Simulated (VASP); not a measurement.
# InP (Fm-3m) in VASP: a series of runs, part 2 of 2

VASP 6.6.1. The steps go on from the part before.

**3. Single point, PBEsol, non-collinear spin, zero start, spin-orbit coupling**

INCAR reads:

```
  ALGO = Normal
  EDIFF = 1E-7
  ENCUT = 520
  GGA = PS
  GGA_COMPAT = False
  ISIF = 2
  ISMEAR = -1
  LASPH = True
  LCHARG = True
  LORBIT = 11
  LORBMOM = True
  LREAL = False
  LSORBIT = True
  LVHAR = True
  LWAVE = False
  MAGMOM = 0 0 0 0 0 0
  NBANDS = 30
  NELM = 150
  PREC = Accurate
  SIGMA = 0.05
```

KPOINTS reads:

```
k-points
0
Gamma
  6 6 6
```

POSCAR reads:

```
InP
1.0
    0.0000000000      2.7688340000      2.7688340000
    2.7688340000      0.0000000000      2.7688340000
    2.7688340000      2.7688340000      0.0000000000
In P
1 1
Direct
    0.0000000000      0.0000000000      0.0000000000
    0.5000000000      0.5000000000      0.5000000000
```

Potentials or basis: VASP PAW PBE potentials, release 64 (In_d, P).

The run is started by

```
$ cat potpaw_PBE.64/In_d/POTCAR potpaw_PBE.64/P/POTCAR > POTCAR
$ mpirun -np 1 vasp_ncl > vasp.out
```

OUTCAR:

```text
EDIFF = 1E-7
   ENCUT = 520
   GGA = PS
   ISIF = 2
   ISMEAR = -1
   LASPH = True
   LORBIT = 11
   LREAL = False
   LSORBIT = True
   NELM = 150
   PREC = Accurate

 ion  position               nearest neighbor table
   1  0.000  0.000  0.000-   2 2.77   2 2.77   2 2.77   2 2.77   2 2.77   2 2.77
   2  0.500  0.500  0.500-   1 2.77   1 2.77   1 2.77   1 2.77   1 2.77   1 2.77

  LATTYP: Found a face centered cubic cell.
 ALAT       =     5.5376680000

  Lattice vectors:

 A1 = (   0.0000000000,   2.7688340000,   2.7688340000)
 A2 = (   2.7688340000,   0.0000000000,   2.7688340000)
 A3 = (   2.7688340000,   2.7688340000,   0.0000000000)

Analysis of symmetry for initial positions (statically):
=====================================================================
 Subroutine PRICEL returns:
 Original cell was already a primitive cell.

 Routine SETGRP: Setting up the symmetry group for a
 face centered cubic supercell.

 Subroutine GETGRP returns: Found 48 space group operations
 (whereof 48 operations were pure point group operations)
 out of a pool of 48 trial point group operations.

The static configuration has the point symmetry O_h .

Analysis of symmetry for dynamics (positions and initial velocities):
=====================================================================
 Subroutine PRICEL returns:
 Original cell was already a primitive cell.

 Routine SETGRP: Setting up the symmetry group for a
 face centered cubic supercell.

 Subroutine GETGRP returns: Found 48 space group operations
 (whereof 48 operations were pure point group operations)
 out of a pool of 48 trial point group operations.

The dynamic configuration has the point symmetry O_h .

Analysis of structural, dynamic, and magnetic symmetry:
=====================================================================
 Subroutine PRICEL returns:
 Original cell was already a primitive cell.

 Routine SETGRP: Setting up the symmetry group for a
 face centered cubic supercell.

 Subroutine GETGRP returns: Found 48 space group operations
 (whereof 48 operations were pure point group operations)
 out of a pool of 48 trial point group operations.

The overall configuration has the point symmetry O_h .

 Subroutine INISYM returns: Found 48 space group operations
 (whereof 48 operations are pure point group operations),
 and found     1 'primitive' translations

----------------------------------------------------------------------------------------

                                     Primitive cell

  volume of cell :      42.4542

  direct lattice vectors                    reciprocal lattice vectors
     0.000000000  2.768834000  2.768834000    -0.180581429  0.180581429  0.180581429
     2.768834000  0.000000000  2.768834000     0.180581429 -0.180581429  0.180581429
     2.768834000  2.768834000  0.000000000     0.180581429  0.180581429 -0.180581429

[... 661 lines left out ...]

  FORCE on cell =-STRESS in cart. coord.  units (eV):
  Direction    XX          YY          ZZ          XY          YZ          ZX
  --------------------------------------------------------------------------------------
  -------------------------------------------------------------------------------------
  Total       -0.8398389     -0.8398389     -0.8398389     -0.0000000     -0.0000000     -0.0000000
  in kB      -31.6946391    -31.6946391    -31.6946391     -0.0000000     -0.0000000     -0.0000000
  external PRESSURE =     -31.6946391 kB  Pullay stress =       0.0000000 kB

 VOLUME and BASIS-vectors are now :
 -----------------------------------------------------------------------------
  energy-cutoff  :      520.00
  volume of cell :       42.45
      direct lattice vectors                 reciprocal lattice vectors
     0.000000000  2.768834000  2.768834000    -0.180581429  0.180581429  0.180581429
     2.768834000  0.000000000  2.768834000     0.180581429 -0.180581429  0.180581429
     2.768834000  2.768834000  0.000000000     0.180581429  0.180581429 -0.180581429

 POSITION                                       TOTAL-FORCE (eV/Angst)
 -----------------------------------------------------------------------------------
      0.00000      0.00000      0.00000         0.000000      0.000000     -0.000000
      2.76883      2.76883      2.76883        -0.000000     -0.000000      0.000000
 -----------------------------------------------------------------------------------
    total drift:                               -0.000000      0.000000      0.000000

  FREE ENERGIE OF THE ION-ELECTRON SYSTEM (eV)
  ---------------------------------------------------
  free  energy   TOTEN  =        -8.8309654511 eV

  energy  without entropy=       -8.8183873629  energy(sigma->0) =       -8.82467641

 orbital moment (x)

 # of ion     p       d       tot
 ----------------------------------------
  1         0.000   0.000   0.000
  2         0.000   0.000   0.000
 ----------------------------------------
            0.000   0.000   0.000

 orbital moment (y)

 # of ion     p       d       tot
 ----------------------------------------
  1         0.000  -0.000  -0.000
  2         0.000   0.000   0.000
 ----------------------------------------
            0.000  -0.000  -0.000

 orbital moment (z)

 # of ion     p       d       tot
 ----------------------------------------
  1         0.000   0.000   0.000
  2         0.000   0.000   0.000
 ----------------------------------------
            0.000   0.000   0.000

 Spin-Orbit-Coupling matrix elements

 Ion:    1  E_soc:     -0.0662150
 l=   1
     0.0000000    -0.0046531    -0.0046531
    -0.0046531     0.0000000    -0.0046531
    -0.0046531    -0.0046531     0.0000000
 l=   2
     0.0000000    -0.0012808     0.0000000    -0.0012808    -0.0051020
    -0.0012808     0.0000000    -0.0038265    -0.0012808    -0.0012755
     0.0000000    -0.0038265     0.0000000    -0.0038265     0.0000000
    -0.0012808    -0.0012808    -0.0038265     0.0000000    -0.0012755
    -0.0051020    -0.0012755     0.0000000    -0.0012755     0.0000000
 l=   3
     0.0000000     0.0000000     0.0000000     0.0000000     0.0000000     0.0000000     0.0000000
     0.0000000     0.0000000     0.0000000     0.0000000     0.0000000     0.0000000     0.0000000
     0.0000000     0.0000000     0.0000000     0.0000000     0.0000000     0.0000000     0.0000000
     0.0000000     0.0000000     0.0000000     0.0000000     0.0000000     0.0000000     0.0000000
     0.0000000     0.0000000     0.0000000     0.0000000     0.0000000     0.0000000     0.0000000
     0.0000000     0.0000000     0.0000000     0.0000000     0.0000000     0.0000000     0.0000000
     0.0000000     0.0000000     0.0000000     0.0000000     0.0000000     0.0000000     0.0000000

 Ion:    2  E_soc:     -0.0014218
 l=   1
     0.0000000    -0.0002370    -0.0002370
    -0.0002370     0.0000000    -0.0002370
    -0.0002370    -0.0002370     0.0000000
 l=   2
     0.0000000     0.0000000     0.0000000     0.0000000     0.0000000
     0.0000000     0.0000000     0.0000000     0.0000000     0.0000000
     0.0000000     0.0000000     0.0000000     0.0000000     0.0000000
     0.0000000     0.0000000     0.0000000     0.0000000     0.0000000
     0.0000000     0.0000000     0.0000000     0.0000000     0.0000000
 l=   3
     0.0000000     0.0000000     0.0000000     0.0000000     0.0000000     0.0000000     0.0000000
     0.0000000     0.0000000     0.0000000     0.0000000     0.0000000     0.0000000     0.0000000
     0.0000000     0.0000000     0.0000000     0.0000000     0.0000000     0.0000000     0.0000000
     0.0000000     0.0000000     0.0000000     0.0000000     0.0000000     0.0000000     0.0000000
     0.0000000     0.0000000     0.0000000     0.0000000     0.0000000     0.0000000     0.0000000
     0.0000000     0.0000000     0.0000000     0.0000000     0.0000000     0.0000000     0.0000000
     0.0000000     0.0000000     0.0000000     0.0000000     0.0000000     0.0000000     0.0000000

 total charge

# of ion       s       p       d       tot
------------------------------------------
    1        0.857   0.598   9.893  11.347
    2        1.071   1.371   0.000   2.442
--------------------------------------------------
tot          1.928   1.968   9.893  13.789

 magnetization (x)

# of ion       s       p       d       tot
------------------------------------------
    1        0.000   0.000  -0.000  -0.000
    2        0.000   0.000   0.000   0.000
--------------------------------------------------
tot          0.000   0.000  -0.000   0.000

 magnetization (y)

# of ion       s       p       d       tot
------------------------------------------
    1       -0.000   0.000   0.000  -0.000
    2       -0.000   0.000   0.000  -0.000
--------------------------------------------------
tot         -0.000   0.000   0.000  -0.000

 magnetization (z)

# of ion       s       p       d       tot
------------------------------------------
    1        0.000   0.000  -0.000  -0.000
    2        0.000   0.000   0.000   0.000
--------------------------------------------------
tot          0.000   0.000  -0.000  -0.000
```

stdout:

```text
POSCAR found type information on POSCAR InP
 POSCAR found :  2 types and       2 ions
 scaLAPACK will be used
 -----------------------------------------------------------------------------
|                                                                             |
|                                                                             |
|     You enforced a specific xc type in the INCAR file but a different       |
|     I HOPE YOU KNOW WHAT YOU ARE DOING!                                     |
|                                                                             |
 -----------------------------------------------------------------------------

 LDA part: xc-table for (Slater+PW92), standard interpolation
 POSCAR, INCAR and KPOINTS ok, starting setup
 FFT: planning ... GRIDC
 FFT: planning ... GRID_SOFT
 FFT: planning ... GRID
 WAVECAR not read
 entering main loop
```

It took 1.7 min on 1 thread of Intel Xeon 8259CL, shared host; peak memory 0.25 GiB.

Results:

* Free energy: -8.8310 eV
* Pressure: -3.2 GPa
* Net moment: 0.00 μB per cell
* Valence electrons inside the program's atomic spheres: In 11.35; P 2.44

Moments on the atoms (μB; x, y, z):
```
In  0.00 0.00 0.00
P   0.00 0.00 0.00
```

Caveat: the PAW data sets were made with another functional, which shifts forces and pressure a little.

**4. Relaxation of cell and atoms, RPBE+D3(BJ)**

INCAR reads:

```
SYSTEM = InP
  ALGO = Normal
  EDIFF = 1E-6
  EDIFFG = -0.01
  ENCUT = 600
  GGA = RP
  IBRION = 2
  ISIF = 3
  ISMEAR = -1
  IVDW = 12
  LASPH = .True.
  LCHARG = .False.
  LREAL = .False.
  LWAVE = .False.
  NELM = 100
  NSW = 60
  PREC = Accurate
  SIGMA = 0.05
```

KPOINTS reads:

```
k-points
0
Gamma
  8 8 8
  0 0 0
```

POSCAR is that of step 3.

Potentials or basis: VASP PAW PBE potentials, release 64 (In_d, P).

The run is started by

```
$ cat potpaw_PBE.64/In_d/POTCAR potpaw_PBE.64/P/POTCAR > POTCAR
$ mpirun -np 1 vasp_std > vasp.out
```

OUTCAR:

```text
SYSTEM = InP
   EDIFF = 1E-6
   EDIFFG = -0.01
   ENCUT = 600
   GGA = RP
   IBRION = 2
   ISIF = 3
   ISMEAR = -1
   IVDW = 12
   LASPH = .True.
   LREAL = .False.
   NELM = 100
   NSW = 60
   PREC = Accurate
 IVDW          = 12

 ion  position               nearest neighbor table
   1  0.000  0.000  0.000-   2 2.77   2 2.77   2 2.77   2 2.77   2 2.77   2 2.77
   2  0.500  0.500  0.500-   1 2.77   1 2.77   1 2.77   1 2.77   1 2.77   1 2.77

  LATTYP: Found a face centered cubic cell.
 ALAT       =     5.5376680000

  Lattice vectors:

 A1 = (   0.0000000000,   2.7688340000,   2.7688340000)
 A2 = (   2.7688340000,   0.0000000000,   2.7688340000)
 A3 = (   2.7688340000,   2.7688340000,   0.0000000000)

Analysis of symmetry for initial positions (statically):
=====================================================================
 Subroutine PRICEL returns:
 Original cell was already a primitive cell.

 Routine SETGRP: Setting up the symmetry group for a
 face centered cubic supercell.

 Subroutine GETGRP returns: Found 48 space group operations
 (whereof 48 operations were pure point group operations)
 out of a pool of 48 trial point group operations.

The static configuration has the point symmetry O_h .

Analysis of symmetry for dynamics (positions and initial velocities):
=====================================================================
 Subroutine PRICEL returns:
 Original cell was already a primitive cell.

 Routine SETGRP: Setting up the symmetry group for a
 face centered cubic supercell.
[... 156 lines left out ...]

 Edisp (eV)   -3.61659

 E8    (eV) :    -2.3706
[... 31 lines left out ...]
--------------------------------------- Ionic step        2  -------------------------------------------

 number of electron      18.0000001 magnetization

 E-fermi :  12.1216     XC(G=0): -11.9219

 val. band max:       12.0298446599   @ k =  -0.1250   0.1250   0.0000
 cond. band min:      12.2147607080   @ k =   0.5000   0.0000   0.0000
 fundamental gap:      0.1849160481
 Fermi energy:        12.1215886105

 k-point     1 :       0.0000    0.0000    0.0000
  band No.  band energies     occupation
      1      -3.0979      2.00000
      2      -3.0979      2.00000
      3      -3.0719      2.00000
      4      -3.0554      2.00000
      5      -3.0554      2.00000
      6      -3.0554      2.00000
      7      11.2888      2.00000
      8      11.2888      2.00000
      9      11.2888      2.00000
     10      15.7458      0.00000
     11      18.9669      0.00000
     12      18.9669      0.00000
     13      18.9669      0.00000
[... 447 lines left out ...]
--------------------------------------- Ionic step        4  -------------------------------------------

 number of electron      18.0000000 magnetization

 Free energy of the ion-electron system (eV)
  ---------------------------------------------------
  ext. energy  EPLUGINS =         0.00000000
  ---------------------------------------------------
  free energy    TOTEN  =        -6.62407433 eV

  energy without entropy =       -6.61870406  energy(sigma->0) =       -6.62138920

 E-fermi :   9.9878     XC(G=0): -11.2544

 val. band max:        9.9480245309   @ k =  -0.1250   0.1250   0.0000
 cond. band min:      10.0273377508   @ k =   0.5000   0.0000   0.0000
 fundamental gap:      0.0793132199
 Fermi energy:         9.9877891952

 k-point     1 :       0.0000    0.0000    0.0000
  band No.  band energies     occupation
      1      -4.8187      2.00000
      2      -4.8187      2.00000
      3      -4.7870      2.00000
      4      -4.7870      2.00000
      5      -4.7870      2.00000
      6      -3.8383      2.00000
      7       9.3558      1.99999
      8       9.3558      1.99999
      9       9.3558      1.99999
     10      12.2232      0.00000
     11      16.8848      0.00000
     12      16.8848      0.00000
     13      16.8848      0.00000
[... 401 lines left out ...]
  FREE ENERGIE OF THE ION-ELECTRON SYSTEM (eV)
  ---------------------------------------------------
  free  energy   TOTEN  =       -11.2528657461 eV

  energy  without entropy=      -11.2474954767  energy(sigma->0) =      -11.25018061

 reached required accuracy - stopping structural energy minimisation
```

OSZICAR:

```text
N       E                     dE             d eps       ncg     rms          rms(c)
DAV:   1     0.117081337207E+03    0.11708E+03   -0.96316E+03   759   0.183E+03
DAV:   2     0.504125011813E+00   -0.11658E+03   -0.11290E+03   784   0.357E+02
DAV:   3    -0.727952767048E+01   -0.77837E+01   -0.75151E+01   974   0.918E+01
[... 40 lines left out ...]
DAV:   3    -0.662406814380E+01    0.35920E-03   -0.97836E-04  1019   0.844E-01    0.688E-02
DAV:   4    -0.662406866403E+01   -0.52023E-06   -0.45101E-05   804   0.748E-02    0.473E-02
DAV:   5    -0.662407151883E+01   -0.28548E-05   -0.62110E-06   912   0.328E-02    0.162E-02
DAV:   6    -0.662407404474E+01   -0.25259E-05   -0.87916E-07   587   0.148E-02    0.256E-03
DAV:   7    -0.662407433227E+01   -0.28753E-06   -0.52434E-07   387   0.148E-02
   4 F= -.11252866E+02 E0= -.11250181E+02  d E =-.458044E+00
```

CONTCAR:

```text
InP
   1.00000000000000
    -0.0000000000000000    2.5934466836180086    2.5934466836180090
     2.5934466836180086    0.0000000000000000    2.5934466836180090
     2.5934466836180086    2.5934466836180086    0.0000000000000000
  In              P
     1     1
Direct
     0.0000000000000000    0.0000000000000000    0.0000000000000000
     0.5000000000000000    0.5000000000000000    0.5000000000000000

  0.00000000E+00  0.00000000E+00  0.00000000E+00
  0.00000000E+00  0.00000000E+00  0.00000000E+00
```

Wall time 23 s (1 thread of Intel Xeon 6975P-C (Granite Rapids), shared host); peak memory 0.21 GiB.

Results:

```yaml
Free_energy: -11.2529 eV
Relaxed_volume: 17.44 Å³/atom
Relaxed_cell: a = 3.668 Å, b = 3.668 Å, c = 3.668 Å, α = 60.00°, β = 60.00°, γ = 60.00°
Space_group_after_relaxing_to_0.05_Å: Fm-3m (No. 225)
Energy_gained_by_relaxing: 229.0 meV/atom
Ionic_steps: 4
Pressure_after_relaxing: 0.1 GPa
Band_gap_on_the_k_mesh: zero (band 9 reaches 10.17 eV, above the bottom of band 10 at 7.60 eV)
Dispersion_energy_per_atom: -2.314 eV
```

Step by step:
```tsv
step	energy change (eV)	largest force (eV/Å)	pressure (GPa)	volume (Å³)
1	0.0000	0.0000	-16.17	42.45
2	-0.1828	0.0000	23.14	30.60
3	-0.4579	0.0000	-0.39	35.03
4	-0.4580	0.0000	0.09	34.89
```

Final structure:
```cif
data_structure
_symmetry_space_group_name_H-M 'P 1'
_symmetry_Int_Tables_number 1
_cell_length_a 3.6677
_cell_length_b 3.6677
_cell_length_c 3.6677
_cell_angle_alpha 60.000
_cell_angle_beta 60.000
_cell_angle_gamma 60.000
_cell_volume 34.89
loop_
_atom_site_label
_atom_site_type_symbol
_atom_site_fract_x
_atom_site_fract_y
_atom_site_fract_z
_atom_site_occupancy
In1 In 0.00000 0.00000 0.00000 1
P1 P 0.50000 0.50000 0.50000 1
```

Levels at points of the mesh, in eV from the Fermi level:
```tsv
k point	band 5	band 6	band 7	band 8	band 9	band 10	band 11	band 12	band 13
(0.00, 0.00, 0.00)	-14.77	-13.83	-0.63	-0.63	-0.63	2.24	6.90	6.90	6.90
(0.50, 0.00, 0.00)	-14.62	-11.06	-7.94	0.04	0.04	2.41	3.14	3.14	6.71
(0.50, 0.50, 0.00)	-14.56	-9.21	-6.47	-3.23	-3.23	-2.39	3.21	11.54	11.54
```

Caveat: the volume moved by over 15 % at a fixed basis, so the end points are rough; the PAW data sets were made with another functional, which shifts forces and pressure a little; spin-orbit coupling is left out, which moves the levels of the heavy elements; pairwise dispersion overbinds metals, which lowers pressure and volume.

**5. The runs side by side**

```tsv
task	level	spin	cell	k mesh	cutoff (eV)	gap on the mesh (eV)	pressure (GPa)	relaxed volume (Å³/atom)
relaxation of cell and atoms	RPBE	off	relaxed	8 × 8 × 8	600	none	0.0	21.76
single point	PBEsol	non-collinear, zero start, SOC	as given	6 × 6 × 6	520	-	-3.2	-
relaxation of cell and atoms	RPBE+D3(BJ)	off	relaxed	8 × 8 × 8	600	none	0.1	17.44
```

Alike in all rows: potentials or basis VASP PAW PBE potentials, release 64 (In_d, P); smearing fermi-dirac 0.05 eV.

Caveats: the PAW data sets were made with another functional, which shifts forces and pressure a little; spin-orbit coupling is left out, which moves the levels of the heavy elements (some runs); the volume moved by over 15 % at a fixed basis, so the end points are rough (some runs); pairwise dispersion overbinds metals, which lowers pressure and volume (some runs).

Total energies depend on the potentials used, so only differences within one code and one set of settings carry meaning.
